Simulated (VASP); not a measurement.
Wanted: the native input for a VASP 6.6.1 run.

```yaml
Task: single point
Functional: r2SCAN
Potentials_or_basis: VASP PAW PBE potentials, release 64 (Pb_d, S)
Cutoff: 520 eV
k_mesh: 8 × 8 × 8
Occupations: gaussian, width 0.05 eV
Spin: no spin polarisation
Dipole_correction: no
Further_INCAR_settings: ALGO = Normal; EDIFF = 1e-06; NBANDS = 17
```

Crystal: PbS.

```xyz
2
Lattice="0.0000 3.0095 2.8761 3.0095 0.0000 2.8761 3.0095 3.0095 0.0000" Properties=species:S:1:pos:R:3 pbc="T T T"
Pb    0.0000    0.0000    0.0000
S     3.0095    3.0095    2.8761
```

This cell differs from its parent crystal: strain +0.015 along x and y, -0.030 along z.

The input as run:

POSCAR

```
PbS
1.0
    0.0000000000      3.0094750000      2.8760500000
    3.0094750000      0.0000000000      2.8760500000
    3.0094750000      3.0094750000      0.0000000000
Pb S
1 1
Direct
    0.0000000000      0.0000000000      0.0000000000
    0.5000000000      0.5000000000      0.5000000000
```

INCAR.step1

```
SYSTEM = PbS
ALGO = Normal ; EDIFF = 1E-4
ENCUT = 520 ; GGA = PE
ISMEAR = 0 ; LASPH = .True.
LCHARG = .False. ; LREAL = .False.
LWAVE = .True. ; NBANDS = 17
NELM = 80 ; PREC = Accurate
SIGMA = 0.05
```

INCAR.step2

```
SYSTEM = PbS
ALGO = Normal ; EDIFF = 1E-6
ENCUT = 520 ; ISIF = 2
ISMEAR = 0 ; ISTART = 1
LASPH = .True. ; LCHARG = .True.
LELF = .True. ; LMIXTAU = .True.
LREAL = .False. ; LVHAR = .True.
LWAVE = .False. ; METAGGA = R2SCAN
NBANDS = 17 ; NELM = 80
PREC = Accurate ; SIGMA = 0.05
```

KPOINTS

```
k-points
0
Gamma
  8 8 8
  0 0 0
```

Potentials or basis: VASP PAW PBE potentials, release 64 (Pb_d, S).

Launch:

```console
$ cat potpaw_PBE.64/Pb_d/POTCAR potpaw_PBE.64/S/POTCAR > POTCAR
$ cp INCAR.step1 INCAR
$ mpirun -np 1 vasp_std > vasp.out
$ cp INCAR.step2 INCAR
$ mpirun -np 1 vasp_std > vasp.out
```

Results of the run:

```
Pressure               : 1.7 GPa
Band gap on the k mesh : 0.55 eV
```

Caveat: the cell differs from its parent crystal (strain +0.015 along x and y, -0.030 along z); the PAW data sets were made with another functional, which shifts forces and pressure a little; spin-orbit coupling is left out, which moves the levels of the heavy elements.

Run time: 120 s on 1 thread of Intel(R) Xeon(R) Platinum 8259CL CPU @ 2.50GHz (Skylake/Cascade Lake) (shared host), peak memory 0.21 GiB.
